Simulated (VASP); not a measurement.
W:

```
W
1.0
     2.80966    0.00000    0.00000
     0.00000    4.86387    0.00000
     0.00000    0.00000    4.92370
W
4
Direct
  0.79317 0.56316 0.25000
  0.20683 0.06316 0.25000
  0.20683 0.43684 0.75000
  0.79317 0.93684 0.75000
```

Base run:

* Program: VASP 6.6.1
* Functional: BLYP
* Potentials or basis: VASP PAW PBE potentials, release 64 (W_sv)
* Cutoff: 520 eV
* k mesh: 8 × 5 × 5
* Occupations: fermi-dirac, width 0.1 eV
* Spin: no spin polarisation

Its results: band gap on the k mesh zero (bands 28 and 29 overlap by 1.40 eV); pressure 8.0 GPa; largest force 0.055 eV/Å.

Question: The run is repeated on the same cell with these changes: functional from BLYP to PBEsol. What comes out?

Answer: Band gap on the k mesh zero (bands 28 and 29 overlap by 1.29 eV); pressure -10.2 GPa; largest force 0.058 eV/Å.

PBEsol binds more tightly than BLYP, so the same cell stands under less pressure.

Caveats: the PAW data sets were made with another functional, which shifts forces and pressure a little; spin-orbit coupling is left out, which moves the levels of the heavy elements; the cell stands under pressure (at least some runs); the cell stands under tension (at least some runs).
